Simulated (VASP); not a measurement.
# SiC (zincblende type) (F-43m) in VASP: further runs

SiC (zincblende type) is run at these levels: PBE; tasks: relaxation of cell and atoms.

Program: VASP 6.6.1. These are calculated values, not measurements. Logs are shortened: lines on timing, memory, paths and dates and some standing lists are left out, and cuts for length are marked.

## (1) The cell of the first run

Symmetry: F-43m, No. 216, cubic system. The conventional cell has a = 4.312 Å, b = 4.312 Å, c = 4.312 Å, α = 90.00°, β = 90.00°, γ = 90.00°. Within 2.5 Å of Si (site symmetry -43m) lie 4 C at 1.87 Å. Within 2.5 Å of C (site symmetry -43m) lie 4 Si at 1.87 Å.

## (2) Relaxation of cell and atoms, PBE, target pressure -0.18 GPa, at which the enthalpy is minimised

INCAR reads:

```
SYSTEM = SiC
PREC = Accurate
ENCUT = 600
EDIFF = 1E-7
ISMEAR = -1
SIGMA = 0.08
LREAL = .FALSE.
LASPH = .TRUE.
NELM = 80
ALGO = Normal
ISIF = 3
LWAVE = .FALSE.
LCHARG = .FALSE.
GGA = PE
IBRION = 2
NSW = 60
EDIFFG = -0.005
PSTRESS = -1.7999999999999998
```

KPOINTS reads:

```
Automatic mesh
0
G
  15 15 15
  0 0 0
```

POSCAR reads:

```
SiC
1.0
    0.0000000000      2.1561663958      2.1561663958
    2.1561663958      0.0000000000      2.1561663958
    2.1561663958      2.1561663958      0.0000000000
Si C
1 1
Direct
    0.0000000000      0.0000000000      0.0000000000
    0.2500000000      0.2500000000      0.2500000000
```

Potentials or basis: VASP PAW PBE potentials, release 64 (Si, C).

Run with:

```console
cat potpaw_PBE.64/Si/POTCAR potpaw_PBE.64/C/POTCAR > POTCAR
mpirun -np 1 vasp_std > vasp.out
```

OUTCAR:

```text
SYSTEM = SiC
   PREC = Accurate
   ENCUT = 600
   EDIFF = 1E-7
   ISMEAR = -1
   LREAL = .FALSE.
   LASPH = .TRUE.
   NELM = 80
   ISIF = 3
   GGA = PE
   IBRION = 2
   NSW = 60
   EDIFFG = -0.005
   PSTRESS = -1.7999999999999998

 ion  position               nearest neighbor table
   1  0.000  0.000  0.000-   2 1.87   2 1.87   2 1.87   2 1.87
   2  0.250  0.250  0.250-   1 1.87   1 1.87   1 1.87   1 1.87

  LATTYP: Found a face centered cubic cell.
 ALAT       =     4.3123327916

  Lattice vectors:

 A1 = (   0.0000000000,   2.1561663958,   2.1561663958)
 A2 = (   2.1561663958,   0.0000000000,   2.1561663958)
 A3 = (   2.1561663958,   2.1561663958,   0.0000000000)

Analysis of symmetry for initial positions (statically):
=====================================================================
 Subroutine PRICEL returns:
 Original cell was already a primitive cell.

 Routine SETGRP: Setting up the symmetry group for a
 face centered cubic supercell.

 Subroutine GETGRP returns: Found 24 space group operations
 (whereof 24 operations were pure point group operations)
 out of a pool of 48 trial point group operations.

The static configuration has the point symmetry T_d .

Analysis of symmetry for dynamics (positions and initial velocities):
=====================================================================
 Subroutine PRICEL returns:
 Original cell was already a primitive cell.

 Routine SETGRP: Setting up the symmetry group for a
 face centered cubic supercell.

 Subroutine GETGRP returns: Found 24 space group operations
 (whereof 24 operations were pure point group operations)
 out of a pool of 48 trial point group operations.

The dynamic configuration has the point symmetry T_d .

 Subroutine INISYM returns: Found 24 space group operations
 (whereof 24 operations are pure point group operations),
 and found     1 'primitive' translations

----------------------------------------------------------------------------------------

                                     Primitive cell

  volume of cell :      20.0483

  direct lattice vectors                    reciprocal lattice vectors
     0.000000000  2.156166396  2.156166396    -0.231893049  0.231893049  0.231893049
     2.156166396  0.000000000  2.156166396     0.231893049 -0.231893049  0.231893049
     2.156166396  2.156166396  0.000000000     0.231893049  0.231893049 -0.231893049

  length of vectors
     3.049279760  3.049279760  3.049279760     0.401650543  0.401650543  0.401650543

[... 88 lines left out ...]
   POTIM  = 0.5000    time-step for ionic-motion
   TEBEG  =    0.0;   TEEND  =   0.0 temperature during run
   PSTRESS=   -1.8 pullay stress
   NELECT =       8.0000    total number of electrons
   NUPDOWN=      -1.0000    fix difference up-down
   EMIN   =  10.00;   EMAX   =-10.00  energy-range for DOS
   EFERMI =   0.00;   METHOD = LEGACY
   ISMEAR =    -1;   SIGMA  =   0.08  broadening in eV -4-tet -1-fermi 0-gaus
   EFERMI_NEDOS =   21; number of points for ismear=-14 and -15
   IALGO  =     38    algorithm
   IMIX   =      4    mixing-type and parameters
     AMIX     =   0.40;   BMIX     =  1.00
     AMIX_MAG =   1.60;   BMIX_MAG =  1.00
  volume/ion in A,a.u.               =      10.02        67.65
  Fermi-wavevector in a.u.,A,eV,Ry     =   1.205256  2.277603 19.764387  1.452641
  Thomas-Fermi vector in A             =   2.340957
   LORBIT       =      0    0 simple, 1 ext, 2 COOP (PROOUT), +10 PAW based schemes
   GGA     = PE    functional components
   LHFCALC =     F    Hartree Fock is set to
   AEXX    =    0.0000 exact exchange contribution
   IVDW    =     0    specifies the selected vdW correction
   LEPSILON=     F    determine dielectric tensor
   LRPA    =     F    only Hartree local field effects (RPA)
 conjugate gradient relaxation of ions
 non-spin polarized calculation
  energy-cutoff  :      600.00
  volume of cell :       20.05
 maximum number of plane-waves:       681
   NGX = 13   NGY = 13   NGZ = 13

--------------------------------------- Ionic step        1  -------------------------------------------

 number of electron       8.0000000 magnetization

 Free energy of the ion-electron system (eV)
  ---------------------------------------------------
  ext. energy  EPLUGINS =         0.00000000
  ---------------------------------------------------
  free energy    TOTEN  =       -15.03149924 eV

  energy without entropy =      -15.03149673  energy(sigma->0) =      -15.03149799

------------------------ aborting loop because EDIFF is reached ----------------------------------------

  FORCE on cell =-STRESS in cart. coord.  units (eV):
  Direction    XX          YY          ZZ          XY          YZ          ZX
  --------------------------------------------------------------------------------------
  -------------------------------------------------------------------------------------
  Total        1.3281311      1.3281311      1.3281311      0.0000000      0.0000000      0.0000000
  in kB      106.1389316    106.1389316    106.1389316      0.0000000      0.0000000      0.0000000
  external PRESSURE =     107.9389316 kB  Pullay stress =      -1.8000000 kB
[... 63 lines left out ...]
--------------------------------------- Ionic step        3  -------------------------------------------

 number of electron       8.0000001 magnetization

 Free energy of the ion-electron system (eV)
  ---------------------------------------------------
  ext. energy  EPLUGINS =         0.00000000
  ---------------------------------------------------
  free energy    TOTEN  =       -15.06140632 eV

  energy without entropy =      -15.06140433  energy(sigma->0) =      -15.06140532

 E-fermi :   8.7029     XC(G=0): -11.2891

 val. band max:        7.9345770458   @ k =   0.0000   0.0000   0.0000
 cond. band min:       9.3574582136   @ k =   0.4667   0.4667   0.0000
 fundamental gap:      1.4228811678
 Fermi energy:         8.7028987378

 k-point     1 :       0.0000    0.0000    0.0000
  band No.  band energies     occupation
      1      -7.3483      2.00000
      2       7.9346      1.99987
      3       7.9346      1.99987
      4       7.9346      1.99987
      5      13.9879      0.00000
      6      15.1363      0.00000
      7      15.1363      0.00000
      8      15.1363      0.00000
[... 243 lines left out ...]
 k-point    24 :       0.2000    0.1333    0.0000
  band No.  band energies     occupation
      1      -6.5822      2.00000
      2       5.6885      2.00000
      3       6.8570      2.00000
      4       7.0239      2.00000
      5      13.5792      0.00000
      6      15.2012      0.00000
      7      16.6643      0.00000
      8      16.7833      0.00000

 [... further k-points ...]
[... 5 lines left out ...]
  --------------------------------------------------------------------------------------
  -------------------------------------------------------------------------------------
  Total       -0.0334639     -0.0334639     -0.0334639     -0.0000000      0.0000000     -0.0000000
  in kB       -2.5515252     -2.5515252     -2.5515252     -0.0000000      0.0000000     -0.0000000
  external PRESSURE =      -0.7515252 kB  Pullay stress =      -1.8000000 kB
[... 21 lines left out ...]
  energy  without entropy=      -15.0614043296  energy(sigma->0) =      -15.06140532

  enthalpy is  TOTEN    =       -15.0850138041 eV   P V=       -0.0236074857

 reached required accuracy - stopping structural energy minimisation
```

OSZICAR:

```text
N       E                     dE             d eps       ncg     rms          rms(c)
DAV:   1     0.694767764427E+01    0.69477E+01   -0.45637E+03  1984   0.962E+02
DAV:   2    -0.165604904841E+02   -0.23508E+02   -0.22241E+02  2816   0.113E+02
DAV:   3    -0.169743451415E+02   -0.41385E+00   -0.41385E+00  2232   0.187E+01
[... 26 lines left out ...]
DAV:   4    -0.150614101761E+02    0.41687E-03   -0.59144E-04  2136   0.149E-01    0.570E-02
DAV:   5    -0.150614055975E+02    0.45786E-05   -0.15450E-05  2944   0.328E-02    0.298E-02
DAV:   6    -0.150614069672E+02   -0.13697E-05   -0.13923E-06  2160   0.978E-03    0.467E-03
DAV:   7    -0.150614064571E+02    0.51011E-06   -0.18135E-07  1808   0.285E-03    0.999E-04
DAV:   8    -0.150614063064E+02    0.15074E-06   -0.15943E-08  1072   0.109E-03    0.245E-04
DAV:   9    -0.150614063184E+02   -0.12006E-07   -0.68022E-10  1040   0.259E-04
   3 F= -.15085014E+02 E0= -.15085013E+02  d E =-.309909E-01
```

CONTCAR:

```text
SiC
   1.00000000000000
     0.0000000000000000    2.1902109163926853    2.1902109163926853
     2.1902109163926853   -0.0000000000000000    2.1902109163926853
     2.1902109163926853    2.1902109163926853    0.0000000000000000
  Si              C
     1     1
Direct
     0.0000000000000000    0.0000000000000000    0.0000000000000000
     0.2500000000000000    0.2500000000000000    0.2500000000000000

  0.00000000E+00  0.00000000E+00  0.00000000E+00
  0.00000000E+00  0.00000000E+00  0.00000000E+00
```

Run time: 15 s. Hardware: 1 thread of Intel Xeon 6975P-C (Granite Rapids), shared host; peak memory 0.15 GiB.

Results:

```
Free energy                                            : -15.0614 eV
Relaxed volume                                         : 10.51 Å³/atom
Relaxed cell                                           : a = 3.097 Å, b = 3.097 Å, c = 3.097 Å, α = 60.00°, β = 60.00°, γ = 60.00°
Space group after relaxing (to 0.05 Å)                 : F-43m (No. 216)
Energy change on relaxing (the enthalpy is what falls) : -15.0 meV/atom
Ionic steps                                            : 3
Pressure after relaxing                                : -0.3 GPa
Band gap on the k mesh                                 : 1.42 eV, indirect (least direct gap 4.55 eV)
```

The path:
| step | energy change (eV) | largest force (eV/Å) | pressure (GPa) | volume (Å³) |
| --- | --- | --- | --- | --- |
| 1 | 0.0000 | 0.0000 | 10.61 | 20.05 |
| 2 | 0.0042 | 0.0000 | -9.66 | 22.07 |
| 3 | -0.0299 | 0.0000 | -0.26 | 21.01 |

Final structure:
```yaml
crystal:
  lattice:
    - [0.00000, 2.19021, 2.19021]
    - [2.19021, 0.00000, 2.19021]
    - [2.19021, 2.19021, 0.00000]
  atoms:
    - { symbol: Si, position: [0.00000, 0.00000, 0.00000] }
    - { symbol: C, position: [0.25000, 0.25000, 0.25000] }
```

Caveat: the cell is relaxed towards a set pressure, so the enthalpy falls and the energy may rise.

## (3) Relaxation of cell and atoms, PBE, target pressure -0.18 GPa, at which the enthalpy is minimised

This run uses another cell than the first one, of 10.51 Å³/atom, 1.048 times its volume.

INCAR reads:

```
PREC = Accurate ; ENCUT = 600
EDIFF = 1E-6 ; ISMEAR = -1
SIGMA = 0.08 ; LREAL = False
LASPH = True ; NELM = 80
ALGO = Normal ; ISIF = 3
LWAVE = False ; LCHARG = False
GGA = PE ; IBRION = 2
NSW = 32 ; EDIFFG = -0.005
PSTRESS = -1.7999999999999998
```

KPOINTS reads:

```
regular mesh
0
Gamma
  15 15 15
```

POSCAR reads:

```
SiC
1.0
    0.0000000000      2.1904732656      2.1904732656
    2.1904732656      0.0000000000      2.1904732656
    2.1904732656      2.1904732656      0.0000000000
Si C
1 1
Direct
    0.0000000000      0.0000000000      0.0000000000
    0.2500000000      0.2500000000      0.2500000000
```

Potentials or basis: VASP PAW PBE potentials, release 64 (Si, C).

Run with:

```console
cat potpaw_PBE.64/Si/POTCAR potpaw_PBE.64/C/POTCAR > POTCAR
mpirun -np 1 vasp_std > vasp.out
```

OUTCAR:

```text
PREC = Accurate
   ENCUT = 600
   EDIFF = 1E-6
   ISMEAR = -1
   LREAL = False
   LASPH = True
   NELM = 80
   ISIF = 3
   GGA = PE
   IBRION = 2
   NSW = 32
   EDIFFG = -0.005
   PSTRESS = -1.7999999999999998

 ion  position               nearest neighbor table
   1  0.000  0.000  0.000-   2 1.90   2 1.90   2 1.90   2 1.90
   2  0.250  0.250  0.250-   1 1.90   1 1.90   1 1.90   1 1.90

  LATTYP: Found a face centered cubic cell.
 ALAT       =     4.3809465312

  Lattice vectors:

 A1 = (   0.0000000000,   2.1904732656,   2.1904732656)
 A2 = (   2.1904732656,   0.0000000000,   2.1904732656)
 A3 = (   2.1904732656,   2.1904732656,   0.0000000000)

Analysis of symmetry for initial positions (statically):
=====================================================================
 Subroutine PRICEL returns:
 Original cell was already a primitive cell.

 Routine SETGRP: Setting up the symmetry group for a
 face centered cubic supercell.

[... 170 lines left out ...]

  FORCE on cell =-STRESS in cart. coord.  units (eV):
  Direction    XX          YY          ZZ          XY          YZ          ZX
  --------------------------------------------------------------------------------------
  -------------------------------------------------------------------------------------
  Total       -0.0463266     -0.0463266     -0.0463266      0.0000000     -0.0000000      0.0000000
  in kB       -3.5309940     -3.5309940     -3.5309940      0.0000000     -0.0000000      0.0000000
  external PRESSURE =      -1.7309940 kB  Pullay stress =      -1.8000000 kB
[... 63 lines left out ...]
--------------------------------------- Ionic step        3  -------------------------------------------

 number of electron       8.0000000 magnetization

 Free energy of the ion-electron system (eV)
  ---------------------------------------------------
  ext. energy  EPLUGINS =         0.00000000
  ---------------------------------------------------
  free energy    TOTEN  =       -15.06236176 eV

  energy without entropy =      -15.06235977  energy(sigma->0) =      -15.06236077

 E-fermi :   8.7078     XC(G=0): -11.2913

 val. band max:        7.9394993341   @ k =   0.0000   0.0000   0.0000
 cond. band min:       9.3622932298   @ k =   0.4667   0.4667   0.0000
 fundamental gap:      1.4227938956
 Fermi energy:         8.7078289133

 k-point     1 :       0.0000    0.0000    0.0000
  band No.  band energies     occupation
      1      -7.3470      2.00000
      2       7.9395      1.99987
      3       7.9395      1.99987
      4       7.9395      1.99987
      5      13.9985      0.00000
      6      15.1448      0.00000
      7      15.1448      0.00000
      8      15.1448      0.00000
[... 243 lines left out ...]
 k-point    24 :       0.2000    0.1333    0.0000
  band No.  band energies     occupation
      1      -6.5805      2.00000
      2       5.6936      2.00000
      3       6.8618      2.00000
      4       7.0289      2.00000
      5      13.5869      0.00000
      6      15.2110      0.00000
      7      16.6729      0.00000
      8      16.7923      0.00000

 [... further k-points ...]
[... 5 lines left out ...]
  --------------------------------------------------------------------------------------
  -------------------------------------------------------------------------------------
  Total       -0.0228833     -0.0228833     -0.0228833      0.0000000      0.0000000      0.0000000
  in kB       -1.7456286     -1.7456286     -1.7456286      0.0000000      0.0000000      0.0000000
  external PRESSURE =       0.0543714 kB  Pullay stress =      -1.8000000 kB
[... 21 lines left out ...]
  energy  without entropy=      -15.0623597729  energy(sigma->0) =      -15.06236077

  enthalpy is  TOTEN    =       -15.0859577834 eV   P V=       -0.0235960197

 reached required accuracy - stopping structural energy minimisation
```

OSZICAR:

```text
N       E                     dE             d eps       ncg     rms          rms(c)
DAV:   1     0.608082422721E+01    0.60808E+01   -0.44028E+03  1984   0.946E+02
DAV:   2    -0.164925641630E+02   -0.22573E+02   -0.21545E+02  2832   0.113E+02
DAV:   3    -0.168718629606E+02   -0.37930E+00   -0.37930E+00  2216   0.181E+01
DAV:   4    -0.168730076578E+02   -0.11447E-02   -0.11447E-02  3088   0.110E+00
[... 14 lines left out ...]
   2 F= -.15085950E+02 E0= -.15085949E+02  d E =-.330027E-05
       N       E                     dE             d eps       ncg     rms          rms(c)
DAV:   1    -0.150623658430E+02    0.67776E-05   -0.17550E-04  2088   0.115E-01    0.154E-02
DAV:   2    -0.150623626015E+02    0.32414E-05   -0.77249E-06  2360   0.183E-02    0.780E-03
DAV:   3    -0.150623617636E+02    0.83787E-06   -0.94818E-07  1160   0.706E-03
   3 F= -.15085958E+02 E0= -.15085957E+02  d E =-.114629E-04
```

Wall time 19 s (1 thread of Intel Xeon 6975P-C (Granite Rapids), shared host); peak memory 0.16 GiB.

What came out:

```yaml
Free_energy: -15.0624 eV
Relaxed_volume: 10.50 Å³/atom
Relaxed_cell: a = 3.097 Å, b = 3.097 Å, c = 3.097 Å, α = 60.00°, β = 60.00°, γ = 60.00°
Space_group_after_relaxing_to_0.05_Å: F-43m (No. 216)
Energy_change_on_relaxing_the_enthalpy_is_what_falls: -0.0 meV/atom
Ionic_steps: 3
Pressure_after_relaxing: -0.2 GPa
Band_gap_on_the_k_mesh: 1.42 eV, indirect (least direct gap 4.56 eV)
```

Final structure:
```xyz
2
Lattice="0.0000 2.1899 2.1899 2.1899 0.0000 2.1899 2.1899 2.1899 0.0000" Properties=species:S:1:pos:R:3 pbc="T T T"
Si    0.0000    0.0000    0.0000
C     1.0949    1.0949    1.0949
```

Levels at points of the mesh, in eV from the valence-band top:
```tsv
k point	band 2	band 3	band 4	band 5	band 6	band 7
(0.00, 0.00, 0.00)	0.00	0.00	0.00	6.06	7.21	7.21
```

Caveat: the cell is relaxed towards a set pressure, so the enthalpy falls and the energy may rise.
